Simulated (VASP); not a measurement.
The system is CuO.

```
CELL_PARAMETERS angstrom
1.99097 -2.15355 0.00000
1.99097 2.15355 0.00000
0.00000 0.00000 5.15593
ATOMIC_POSITIONS crystal
Cu 0.50000 0.00000 0.00000
Cu 0.00000 0.50000 0.50000
O 0.50000 0.50000 0.25000
O 0.50000 0.50000 0.75000
```

| Property | Result |
| --- | --- |
| Program | VASP 6.6.1 |
| Task | relaxation of cell and atoms |
| Functional | LDA |
| Potentials or basis | VASP PAW LDA potentials, release 64 (Cu, O) |
| Cutoff | 600 eV |
| k mesh | 7 × 7 × 4 |
| Occupations | fermi-dirac, width 0.05 eV |
| Spin | no spin polarisation |

At the start: pressure -11.5 GPa; volume 11.05 Å³/atom.

Q: How do energy, volume and symmetry change on relaxing?

A: Over 21 steps the energy falls by 30.5 meV/atom and the volume is 10.32 Å³/atom (-6.7 %); space group P4_2/mmc (No. 131, to 0.05 Å).

The path:
```
step  energy change (eV)  largest force (eV/Å)  pressure (GPa)  volume (Å³)
   1              0.0000                0.0000          -11.55        44.21
   2             -0.0461                0.0000           11.06        39.31
   3             -0.1148                0.0000           -0.29        41.33
   4             -0.1148                0.0000            0.11        41.27
   5             -0.1170                0.0000            0.30        41.19
   6             -0.1182                0.0000            0.38        41.11
   7             -0.1175                0.0000            0.65        40.96
   8             -0.1184                0.0000            0.15        41.07
   9             -0.1184                0.0000            0.33        41.05
  10             -0.1184                0.0000            0.28        41.06
  11             -0.1187                0.0000           -0.31        41.18
  12             -0.1187                0.0000           -0.34        41.19
  13             -0.1190                0.0000           -0.29        41.19
  14             -0.1197                0.0000           -0.13        41.19
  15             -0.1206                0.0000            0.16        41.18
  16             -0.1208                0.0000            0.70        41.16
  17             -0.1210                0.0000            0.47        41.17
  18             -0.1212                0.0000            0.37        41.21
  19             -0.1215                0.0000           -0.33        41.32
  20             -0.1217                0.0000           -0.26        41.31
  21             -0.1220                0.0000            0.01        41.26
```

Final structure:
```cif
data_structure
_symmetry_space_group_name_H-M 'P 1'
_symmetry_Int_Tables_number 1
_cell_length_a 2.8586
_cell_length_b 2.8586
_cell_length_c 5.0494
_cell_angle_alpha 90.000
_cell_angle_beta 90.000
_cell_angle_gamma 89.954
_cell_volume 41.26
loop_
_atom_site_label
_atom_site_type_symbol
_atom_site_fract_x
_atom_site_fract_y
_atom_site_fract_z
_atom_site_occupancy
Cu1 Cu 0.50000 0.00000 0.00000 1
Cu2 Cu 0.00000 0.50000 0.50000 1
O1 O 0.50000 0.50000 0.25000 1
O2 O 0.50000 0.50000 0.75000 1
```
